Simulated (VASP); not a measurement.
**Nb: single point with LDA**

The system is Nb.

```
CELL_PARAMETERS angstrom
2.76688 0.00000 0.00000
-1.38344 2.39618 0.00000
0.00000 0.00000 5.05459
ATOMIC_POSITIONS crystal
Nb 0.33333 0.66667 0.25000
Nb 0.66667 0.33333 0.75000
```

This cell differs from its parent crystal: volume scaled by 0.95.

```json
{"Program": "VASP 6.6.1", "Task": "single point", "Functional": "LDA", "Potentials or basis": "VASP PAW LDA potentials, release 64 (Nb_sv)", "Cutoff": "520 eV", "k mesh": "15 × 15 × 8", "Occupations": "fermi-dirac, width 0.05 eV", "Spin": "no spin polarisation"}
```

* Pressure: 10.1 GPa
* Band gap on the k mesh: zero (band 13 reaches 14.80 eV, above the bottom of band 14 at 11.57 eV)

Levels at points of the mesh, in eV from the Fermi level:
| k point | band 11 | band 12 | band 13 | band 14 | band 15 | band 16 |
| --- | --- | --- | --- | --- | --- | --- |
| (0.00, 0.00, 0.00) | -1.21 | 0.25 | 0.25 | 0.76 | 0.76 | 0.87 |
| (0.00, 0.00, 0.50) | -1.38 | -1.38 | 0.32 | 0.32 | 0.32 | 0.32 |

Run time: 2.8 min on 1 thread of AMD EPYC 7571, with other jobs on the host, peak memory 0.16 GiB.
